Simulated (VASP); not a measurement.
Al3B2As:

```
CELL_PARAMETERS angstrom
3.61232 0.00000 0.00000
-1.80616 3.12836 0.00000
0.00000 0.00000 8.40399
ATOMIC_POSITIONS crystal
Al 0.33333 0.66667 0.50000
Al 0.66667 0.33333 0.50000
Al 0.00000 0.00000 0.00000
B 0.00000 0.00000 0.71430
B 0.00000 0.00000 0.28570
As 0.00000 0.00000 0.50000
```

- Program: VASP 6.6.1
- Task: relaxation of cell and atoms
- Functional: PBE
- Potentials or basis: VASP PAW PBE potentials, release 64 (Al, B, As)
- Cutoff: 600 eV
- k mesh: 6 × 6 × 2
- Occupations: gaussian, width 0.1 eV
- Spin: no spin polarisation

At the start: pressure 67.2 GPa; volume 15.83 Å³/atom.

Problem. How do energy, volume and symmetry change on relaxing?

Solution. Over 17 steps the energy falls by 2193.3 meV/atom and the volume is 25.47 Å³/atom (+60.9 %); space group P6/mmm (No. 191, to 0.05 Å).

Step by step:
```tsv
step	energy change (eV)	largest force (eV/Å)	pressure (GPa)	volume (Å³)
1	0.0000	5.6543	67.21	94.97
2	-11.1761	0.3436	-6.19	212.76
3	-12.1747	0.9444	-2.04	159.08
4	-12.1675	0.6368	-4.60	171.86
5	-12.2066	0.7807	-3.51	165.62
6	-12.8654	0.9138	-1.85	155.45
7	-13.0195	0.1184	3.82	145.79
8	-13.0828	0.5727	-1.33	151.69
9	-13.1498	0.2871	0.86	148.77
10	-13.1509	0.3254	0.55	149.12
11	-13.1552	0.3215	0.09	150.87
12	-13.1567	0.1020	0.23	150.27
13	-13.1588	0.0510	0.10	151.31
14	-13.1598	0.0127	-0.06	152.65
15	-13.1599	0.0211	-0.08	152.83
16	-13.1597	0.0038	0.15	152.83
17	-13.1600	0.0102	0.02	152.83
```

Final structure:
```
Al B As
1.0
     4.80958    0.00000    0.00000
    -2.40479    4.16522    0.00000
     0.00000    0.00000    7.62891
Al B As
3 2 1
Cartesian
  0.0000 2.7768 3.8145
  2.4048 1.3884 3.8145
  0.0000 0.0000 0.0000
  0.0000 0.0000 5.6809
  0.0000 0.0000 1.9480
  0.0000 0.0000 3.8145
```

Caveat: the k points lie up to 0.41 Å⁻¹ apart in the final cell; the volume moved by over 15 % at a fixed basis, so the end points are rough.
